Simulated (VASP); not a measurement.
# MnO2 (P4_2/mnm) in VASP: relaxation of shape and atoms at fixed volume with PBE+U

Aim: the relaxation of shape and atoms at fixed volume of MnO2 with PBE+U.

Program: VASP 6.6.1. These are calculated values, not measurements. Logs are shortened: lines on timing, memory, paths and dates and some standing lists are left out, and cuts for length are marked.

### Step 1. The cell of the first run

It takes space group P4_2/mnm (No. 136, tetragonal). The conventional cell has a = 4.496 Å, b = 4.496 Å, c = 2.965 Å, α = 90.00°, β = 90.00°, γ = 90.00°. Within 2.6 Å of Mn (site symmetry mmm) lie 6 O at 1.93 to 1.95 Å. O (site symmetry m2m) has 3 Mn at 1.93 to 1.95 Å and 1 O at 2.46 Å within 2.6 Å.

### Step 2. Relaxation of shape and atoms at fixed volume, PBE+U, collinear spin, antiferromagnetic start (9.99 Å³/atom)

INCAR reads:

```
ALGO     = Normal         # electronic algorithm
EDIFF    = 1E-7           # SCF threshold, eV
EDIFFG   = -0.01          # ionic threshold
ENCUT    = 600            # plane-wave cutoff, eV
GGA      = PE             # functional
IBRION   = 2              # ionic algorithm
ISIF     = 4              # what is computed and relaxed
ISMEAR   = 0              # smearing method
ISPIN    = 2              # spin polarisation
KPAR     = 4            
LASPH    = True           # aspherical terms in the spheres
LCHARG   = False          # write CHGCAR
LDAU     = True           # DFT+U
LDAUJ    = 0 0          
LDAUL    = 2 -1           # shell
LDAUPRINT= 1            
LDAUTYPE = 2            
LDAUU    = 3.9 0          # U, eV
LMAXMIX  = 4              # l up to which the mixer works
LORBIT   = 11             # projections on sites
LREAL    = False          # projectors in reciprocal space
LWAVE    = False          # write WAVECAR
MAGMOM   = 2.96 -2.96 0 0 0 0 # initial moments
NELM     = 150            # most SCF steps
NSW      = 60             # ionic steps
PREC     = Accurate       # precision mode
SIGMA    = 0.05           # smearing width, eV
```

KPOINTS reads:

```
k-points
0
Gamma
  6 6 8
```

POSCAR reads:

```
MnO2
1.0
    4.4959938310     -0.0000041685      0.0000000000
   -0.0000041685      4.4959938310      0.0000000000
    0.0000000000      0.0000000000      2.9650492601
Mn O
2 4
Direct
    0.0000000000      0.0000000000      0.0000000000
    0.5000000000      0.5000000000      0.5000000000
    0.3064203166      0.3064203166      0.0000000000
    0.1935798592      0.8064201408      0.5000000000
    0.6935796834      0.6935796834      0.0000000000
    0.8064201408      0.1935798592      0.5000000000
```

Potentials or basis: VASP PAW PBE potentials, release 64 (Mn_pv, O).

Launch:

```console
$ cat potpaw_PBE.64/Mn_pv/POTCAR potpaw_PBE.64/O/POTCAR > POTCAR
$ mpirun -np 4 vasp_std > vasp.out
```

OUTCAR:

```text
EDIFF = 1E-7
   EDIFFG = -0.01
   ENCUT = 600
   GGA = PE
   IBRION = 2
   ISIF = 4
   ISMEAR = 0
   ISPIN = 2
   LASPH = True
   LORBIT = 11
   LREAL = False
   NELM = 150
   NSW = 60
   PREC = Accurate

 ion  position               nearest neighbor table
   1  0.000  0.000  0.000-   4 1.93   6 1.93   4 1.93   6 1.93   5 1.95   3 1.95
   2  0.500  0.500  0.500-   3 1.93   5 1.93   3 1.93   5 1.93   4 1.95   6 1.95
   3  0.306  0.306  0.000-   2 1.93   2 1.93   1 1.95
   4  0.194  0.806  0.500-   1 1.93   1 1.93   2 1.95
   5  0.694  0.694  0.000-   2 1.93   2 1.93   1 1.95
   6  0.806  0.194  0.500-   1 1.93   1 1.93   2 1.95

  LATTYP: Found a simple tetragonal cell.
 ALAT       =     4.4959938310
 C/A-ratio  =     0.6594869503

  Lattice vectors:

 A1 = (   4.4959938310,  -0.0000041685,   0.0000000000)
 A2 = (  -0.0000041685,   4.4959938310,   0.0000000000)
 A3 = (   0.0000000000,   0.0000000000,   2.9650492601)

Analysis of symmetry for initial positions (statically):
=====================================================================
 Subroutine PRICEL returns:
 Original cell was already a primitive cell.

 Routine SETGRP: Setting up the symmetry group for a
 simple tetragonal supercell.

 Subroutine GETGRP returns: Found 16 space group operations
 (whereof  8 operations were pure point group operations)
 out of a pool of 16 trial point group operations.

The static configuration has the point symmetry D_2h.
 The point group associated with its full space group is D_4h.

Analysis of symmetry for dynamics (positions and initial velocities):
=====================================================================
 Subroutine PRICEL returns:
 Original cell was already a primitive cell.

 Routine SETGRP: Setting up the symmetry group for a
 simple tetragonal supercell.

 Subroutine GETGRP returns: Found 16 space group operations
 (whereof  8 operations were pure point group operations)
 out of a pool of 16 trial point group operations.

The dynamic configuration has the point symmetry D_2h.
 The point group associated with its full space group is D_4h.

Analysis of structural, dynamic, and magnetic symmetry:
=====================================================================
 Subroutine PRICEL returns:
 Original cell was already a primitive cell.

 Routine SETGRP: Setting up the symmetry group for a
 simple tetragonal supercell.

 Subroutine GETGRP returns: Found 16 space group operations
 (whereof  8 operations were pure point group operations)
 out of a pool of 16 trial point group operations.

The overall configuration has the point symmetry D_2h.
 The point group associated with its full space group is D_4h.

 Subroutine INISYM returns: Found 16 space group operations
 (whereof  8 operations are pure point group operations),
 and found     1 'primitive' translations

----------------------------------------------------------------------------------------

                                     Primitive cell

  volume of cell :      59.9354

  direct lattice vectors                    reciprocal lattice vectors
     4.495993831 -0.000004168  0.000000000     0.222420234  0.000000206  0.000000000
    -0.000004168  4.495993831  0.000000000     0.000000206  0.222420234  0.000000000
     0.000000000  0.000000000  2.965049260     0.000000000  0.000000000  0.337262525

  length of vectors
     4.495993831  4.495993831  2.965049260     0.222420234  0.222420234  0.337262525

  position of ions in fractional coordinates (direct lattice)
     0.000000000  0.000000000  0.000000000
     0.500000000  0.500000000  0.500000000
     0.306420317  0.306420317  0.000000000
     0.193579859  0.806420141  0.500000000
     0.693579683  0.693579683  0.000000000
     0.806420141  0.193579859  0.500000000

  ion indices of the primitive-cell ions
   primitive index   ion index
[... 109 lines left out ...]
   AEXX    =    0.0000 exact exchange contribution
   IVDW    =     0    specifies the selected vdW correction
   LEPSILON=     F    determine dielectric tensor
   LRPA    =     F    only Hartree local field effects (RPA)
 conjugate gradient relaxation of ions
 spin polarized calculation
 Gauss-broadening in eV      SIGMA  =   0.05
  energy-cutoff  :      600.00
  volume of cell :       59.94
 maximum number of plane-waves:      2036
 NGX is ok and might be reduce to    36
   NGX = 17   NGY = 17   NGZ = 11

--------------------------------------- Ionic step        1  -------------------------------------------

 number of electron      50.0000003 magnetization       0.0000001

 Free energy of the ion-electron system (eV)
  ---------------------------------------------------
  ext. energy  EPLUGINS =         0.00000000
  ---------------------------------------------------
  free energy    TOTEN  =       -42.37432004 eV

  energy without entropy =      -42.37420913  energy(sigma->0) =      -42.37426458

------------------------ aborting loop because EDIFF is reached ----------------------------------------

  FORCE on cell =-STRESS in cart. coord.  units (eV):
  Direction    XX          YY          ZZ          XY          YZ          ZX
  --------------------------------------------------------------------------------------
  -------------------------------------------------------------------------------------
  Total       -2.3006484     -2.3006484     -2.7496012      0.0000043      0.0000000      0.0000000
  in kB      -61.5003382    -61.5003382    -73.5016295      0.0001140      0.0000000      0.0000000
  external PRESSURE =     -65.5007686 kB  Pullay stress =       0.0000000 kB
[... 101 lines left out ...]
  FREE ENERGIE OF THE ION-ELECTRON SYSTEM (eV)
  ---------------------------------------------------
  free  energy   TOTEN  =       -42.3750161593 eV

  energy  without entropy=      -42.3748872268  energy(sigma->0) =      -42.37495169

atom =   1  type =  1  l = 2

 onsite density matrix

spin component  1

  0.6287  0.0000  0.2094  0.0000 -0.0000
  0.0000  0.7365  0.0000  0.2281  0.0000
  0.2094  0.0000  0.8256  0.0000 -0.0000
  0.0000  0.2281  0.0000  0.7365  0.0000
 -0.0000  0.0000 -0.0000  0.0000  0.9647

spin component  2

  0.2225  0.0000 -0.1077  0.0000  0.0000
  0.0000  0.2134  0.0000 -0.1059  0.0000
 -0.1077  0.0000  0.1309  0.0000 -0.0000
  0.0000 -0.1059  0.0000  0.2134  0.0000
  0.0000  0.0000 -0.0000  0.0000  0.1173

 occupancies and eigenvectors

  o =  0.0596  v =  0.0000  0.0000  0.0000  0.0000  0.0000 -0.5517  0.0000 -0.8340  0.0000 -0.0000      0.0000  0.0000  0.0000  0.0000  0.0000  0.0000  0.0000  0.0000  0.0000  0.0000
  o =  0.1075  v =  0.0000  0.0000  0.0000  0.0000  0.0000  0.0000  0.7071  0.0000  0.7071  0.0000      0.0000  0.0000  0.0000  0.0000  0.0000  0.0000  0.0000  0.0000  0.0000  0.0000
  o =  0.1173  v =  0.0000  0.0000  0.0000  0.0000  0.0000 -0.0000 -0.0000 -0.0000 -0.0000  1.0000      0.0000  0.0000  0.0000  0.0000  0.0000  0.0000  0.0000  0.0000  0.0000  0.0000
  o =  0.2937  v =  0.0000  0.0000  0.0000  0.0000  0.0000 -0.8340 -0.0000  0.5517  0.0000 -0.0000      0.0000  0.0000  0.0000  0.0000  0.0000  0.0000  0.0000  0.0000  0.0000  0.0000
  o =  0.3194  v =  0.0000  0.0000  0.0000  0.0000  0.0000  0.0000 -0.7071 -0.0000  0.7071 -0.0000      0.0000  0.0000  0.0000  0.0000  0.0000  0.0000  0.0000  0.0000  0.0000  0.0000
  o =  0.4957  v = -0.8442  0.0000  0.5360  0.0000 -0.0000  0.0000  0.0000  0.0000  0.0000  0.0000      0.0000  0.0000  0.0000  0.0000  0.0000  0.0000  0.0000  0.0000  0.0000  0.0000
  o =  0.5085  v =  0.0000 -0.7071  0.0000  0.7071  0.0000  0.0000  0.0000  0.0000  0.0000  0.0000      0.0000  0.0000  0.0000  0.0000  0.0000  0.0000  0.0000  0.0000  0.0000  0.0000
  o =  0.9586  v = -0.5360  0.0000 -0.8442  0.0000  0.0000  0.0000  0.0000  0.0000  0.0000  0.0000      0.0000  0.0000  0.0000  0.0000  0.0000  0.0000  0.0000  0.0000  0.0000  0.0000
  o =  0.9646  v =  0.0000  0.7071  0.0000  0.7071 -0.0000  0.0000  0.0000  0.0000  0.0000  0.0000      0.0000  0.0000  0.0000  0.0000  0.0000  0.0000  0.0000  0.0000  0.0000  0.0000
  o =  0.9647  v =  0.0000 -0.0000 -0.0000  0.0000 -1.0000  0.0000  0.0000  0.0000  0.0000  0.0000      0.0000  0.0000  0.0000  0.0000  0.0000  0.0000  0.0000  0.0000  0.0000  0.0000

atom =   2  type =  1  l = 2

 onsite density matrix

spin component  1

  0.2225  0.0000  0.1077  0.0000  0.0000
  0.0000  0.2134  0.0000  0.1059  0.0000
  0.1077  0.0000  0.1309  0.0000  0.0000
  0.0000  0.1059  0.0000  0.2134  0.0000
  0.0000  0.0000  0.0000  0.0000  0.1173

spin component  2

  0.6287  0.0000 -0.2094  0.0000 -0.0000
  0.0000  0.7365  0.0000 -0.2281  0.0000
 -0.2094  0.0000  0.8256  0.0000  0.0000
  0.0000 -0.2281  0.0000  0.7365  0.0000
 -0.0000  0.0000  0.0000  0.0000  0.9647

 occupancies and eigenvectors

  o =  0.0596  v = -0.5517  0.0000  0.8340  0.0000 -0.0000  0.0000  0.0000  0.0000  0.0000  0.0000      0.0000  0.0000  0.0000  0.0000  0.0000  0.0000  0.0000  0.0000  0.0000  0.0000
  o =  0.1075  v =  0.0000 -0.7071  0.0000  0.7071 -0.0000  0.0000  0.0000  0.0000  0.0000  0.0000      0.0000  0.0000  0.0000  0.0000  0.0000  0.0000  0.0000  0.0000  0.0000  0.0000
  o =  0.1173  v = -0.0000 -0.0000  0.0000  0.0000  1.0000  0.0000  0.0000  0.0000  0.0000  0.0000      0.0000  0.0000  0.0000  0.0000  0.0000  0.0000  0.0000  0.0000  0.0000  0.0000
  o =  0.2937  v = -0.8340  0.0000 -0.5517  0.0000 -0.0000  0.0000  0.0000  0.0000  0.0000  0.0000      0.0000  0.0000  0.0000  0.0000  0.0000  0.0000  0.0000  0.0000  0.0000  0.0000
  o =  0.3194  v =  0.0000 -0.7071  0.0000 -0.7071 -0.0000  0.0000  0.0000  0.0000  0.0000  0.0000      0.0000  0.0000  0.0000  0.0000  0.0000  0.0000  0.0000  0.0000  0.0000  0.0000
  o =  0.4957  v =  0.0000  0.0000  0.0000  0.0000  0.0000 -0.8442  0.0000 -0.5360  0.0000 -0.0000      0.0000  0.0000  0.0000  0.0000  0.0000  0.0000  0.0000  0.0000  0.0000  0.0000
  o =  0.5085  v =  0.0000  0.0000  0.0000  0.0000  0.0000  0.0000 -0.7071  0.0000 -0.7071  0.0000      0.0000  0.0000  0.0000  0.0000  0.0000  0.0000  0.0000  0.0000  0.0000  0.0000
  o =  0.9586  v =  0.0000  0.0000  0.0000  0.0000  0.0000 -0.5360  0.0000  0.8442  0.0000  0.0000      0.0000  0.0000  0.0000  0.0000  0.0000  0.0000  0.0000  0.0000  0.0000  0.0000
  o =  0.9646  v =  0.0000  0.0000  0.0000  0.0000  0.0000  0.0000  0.7071  0.0000 -0.7071 -0.0000      0.0000  0.0000  0.0000  0.0000  0.0000  0.0000  0.0000  0.0000  0.0000  0.0000
  o =  0.9647  v =  0.0000  0.0000  0.0000  0.0000  0.0000  0.0000 -0.0000  0.0000  0.0000 -1.0000      0.0000  0.0000  0.0000  0.0000  0.0000  0.0000  0.0000  0.0000  0.0000  0.0000

--------------------------------------- Ionic step        4  -------------------------------------------

 number of electron      50.0000004 magnetization       0.0000001

 Free energy of the ion-electron system (eV)
  ---------------------------------------------------
  ext. energy  EPLUGINS =         0.00000000
  ---------------------------------------------------
  free energy    TOTEN  =       -42.37505591 eV

  energy without entropy =      -42.37492556  energy(sigma->0) =      -42.37499073

 E-fermi :   4.3083     XC(G=0): -11.5877

 val. band max:        4.2763416212   @ k =   0.0000   0.0000   0.0000
 cond. band min:       4.3401915637   @ k =   0.0000   0.0000   0.0000
 fundamental gap:      0.0638499426
 Fermi energy:         4.3082740321

 spin component 1

 k-point     1 :       0.0000    0.0000    0.0000
  band No.  band energies     occupation
      1     -46.7332      1.00000
      2     -46.6873      1.00000
      3     -46.6414      1.00000
      4     -43.3934      1.00000
      5     -43.3044      1.00000
      6     -43.2962      1.00000
[... 1612 lines left out ...]
  FREE ENERGIE OF THE ION-ELECTRON SYSTEM (eV)
  ---------------------------------------------------
  free  energy   TOTEN  =       -42.3750559063 eV

  energy  without entropy=      -42.3749255620  energy(sigma->0) =      -42.37499073

 reached required accuracy - stopping structural energy minimisation

 total charge

# of ion       s       p       d       tot
------------------------------------------
    1        0.329   6.413   4.760  11.502
    2        0.329   6.413   4.760  11.502
    3        1.562   3.442   0.000   5.005
    4        1.562   3.442   0.000   5.005
    5        1.562   3.442   0.000   5.005
    6        1.562   3.442   0.000   5.005
--------------------------------------------------
tot          6.907  26.594   9.521  43.022

 magnetization (x)

# of ion       s       p       d       tot
------------------------------------------
    1        0.018   0.029   2.992   3.039
    2       -0.018  -0.029  -2.992  -3.039
    3       -0.001  -0.003   0.000  -0.003
    4        0.001   0.003   0.000   0.003
    5       -0.001  -0.003   0.000  -0.003
    6        0.001   0.003   0.000   0.003
--------------------------------------------------
tot          0.000   0.000  -0.000  -0.000
```

It took 3.9 min on 4 MPI ranks of Oxide Virtual Turin-like, shared host; peak memory 0.28 GiB.

Results:

```
Free energy                                           : -42.3751 eV
Energy gained by relaxing                             : 0.1 meV/atom
Ionic steps                                           : 4
Pressure after relaxing                               : -6.4 GPa
Largest force after relaxing                          : 0.004 eV/Å
Band gap on the k mesh                                : 0.06 eV
Net moment                                            : 0.00 μB per cell
Site moments                                          : Mn +3.04, -3.04; O -0.00, +0.00 (each value once) μB
Valence electrons inside the program's atomic spheres : Mn 11.50; O 5.00
```

Forces in eV/Å, atoms in the order of the input:
```
Mn   0.000  0.000  0.000
Mn   0.000  0.000  0.000
O   -0.003 -0.003  0.000
O    0.003 -0.003  0.000
O    0.003  0.003  0.000
O   -0.003  0.003  0.000
```

Step by step:
```
step  energy change (eV)  largest force (eV/Å)  pressure (GPa)  volume (Å³)
   1              0.0000                0.0453           -6.55        59.94
   2             -0.0007                0.0191           -6.39        59.94
   3             -0.0007                0.0158           -6.40        59.94
   4             -0.0007                0.0043           -6.42        59.94
```

Final structure:
```
Mn O
1.0
     4.50202    0.00000    0.00000
     0.00000    4.50202    0.00000
     0.00000    0.00000    2.95711
Mn O
2 4
Cartesian
  4.5020 4.5020 2.9571
  2.2510 2.2510 1.4786
  1.3805 1.3805 0.0000
  0.8705 3.6315 1.4786
  3.1215 3.1215 2.9571
  3.6315 0.8705 1.4786
```

Levels at points of the mesh, in eV from the valence-band top:
Spin up:
| k point | band 23 | band 24 | band 25 | band 26 | band 27 | band 28 |
| --- | --- | --- | --- | --- | --- | --- |
| (0.00, 0.00, 0.00) | -0.62 | -0.57 | 0.00 | 0.06 | 1.41 | 2.20 |
| (0.50, 0.00, 0.00) | -1.54 | -0.87 | -0.77 | 1.90 | 2.32 | 2.34 |
| (0.50, 0.50, 0.00) | -1.49 | -1.47 | -0.27 | 0.20 | 1.37 | 2.61 |
| (0.00, 0.00, 0.50) | -1.80 | -1.22 | -0.53 | 1.01 | 1.37 | 2.54 |
| (0.50, 0.00, 0.50) | -1.24 | -1.22 | -1.09 | 0.50 | 1.11 | 2.53 |
| (0.50, 0.50, 0.50) | -0.96 | -0.66 | -0.64 | 1.39 | 1.66 | 2.39 |
Spin down:
| k point | band 21 | band 22 | band 23 | band 24 | band 25 | band 26 | band 27 | band 28 | band 29 | band 30 |
| --- | --- | --- | --- | --- | --- | --- | --- | --- | --- | --- |
| (0.00, 0.00, 0.00) | -2.60 | -1.26 | -0.62 | -0.57 | 0.00 | 0.06 | 1.41 | 2.20 | 3.16 | 3.39 |
| (0.50, 0.00, 0.00) | -2.20 | -1.79 | -1.54 | -0.87 | -0.77 | 1.90 | 2.32 | 2.34 | 2.59 | 3.08 |
| (0.50, 0.50, 0.00) | -2.01 | -1.98 | -1.49 | -1.47 | -0.27 | 0.20 | 1.37 | 2.61 | 3.32 | 3.40 |
| (0.00, 0.00, 0.50) | -2.82 | -2.41 | -1.80 | -1.22 | -0.53 | 1.01 | 1.37 | 2.54 | 2.67 | 3.29 |
| (0.50, 0.00, 0.50) | -3.29 | -1.82 | -1.24 | -1.22 | -1.09 | 0.50 | 1.11 | 2.53 | 2.83 | 3.04 |
| (0.50, 0.50, 0.50) | -2.86 | -1.33 | -0.96 | -0.66 | -0.64 | 1.39 | 1.66 | 2.39 | 2.74 | 2.88 |

Eigenvalues of the final occupation matrices:
| site | spin | trace | eigenvalues |
| --- | --- | --- | --- |
| site 1 d | 1 | 3.89 | 0.50 0.51 0.96 0.96 0.96 |
| site 1 d | 2 | 0.90 | 0.06 0.11 0.12 0.29 0.32 |
| site 2 d | 1 | 0.90 | 0.06 0.11 0.12 0.29 0.32 |
| site 2 d | 2 | 3.89 | 0.50 0.51 0.96 0.96 0.96 |

A k mesh can miss the band edges. The state reached can hang on the start; a lower one may exist.
